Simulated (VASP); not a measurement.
A run of VASP 6.6.1 is set up as follows.

INCAR

```
PREC = Accurate
ENCUT = 520
EDIFF = 1E-6
ISMEAR = 1
SIGMA = 0.0544
LREAL = False
LASPH = True
NELM = 80
ALGO = Normal
ISIF = 2
LWAVE = False
LCHARG = True
GGA = PS
LELF = True
LVHAR = True
NBANDS = 11
```

File KPOINTS:

```
Automatic mesh
0
Gamma
  14 14 14
```

POSCAR

```
C
1.0
    0.0000000000      2.1340664971      3.3591230053
    1.2320797642      0.0000000000      3.3591230053
    1.2320797642      2.1340664971      0.0000000000
C
2
Direct
    0.1666666667      0.8333333333      0.1666666667
    0.8333333333      0.1666666667      0.8333333333
```

Potentials or basis: VASP PAW PBE potentials, release 64 (C).

Launch:

```sh
$ cat potpaw_PBE.64/C/POTCAR > POTCAR
$ mpirun -np 1 vasp_std > vasp.out
```

**Question.** Predict the pressure.

**Answer.** -0.7 GPa.

**Question.** What does it give for the band gap on the k mesh?

**Answer.** 0.34 eV, indirect (least direct gap 0.43 eV).

**Question.** Predict the largest force.

**Answer.** 0.034 eV/Å.

Stress tensor (GPa, compression positive):
```
-1.90  0.00  0.00
 0.00 -1.87  0.00
 0.00  0.00  1.66
```

Caveat: the PAW data sets were made with another functional, which shifts forces and pressure a little. A k mesh can miss the band edges.
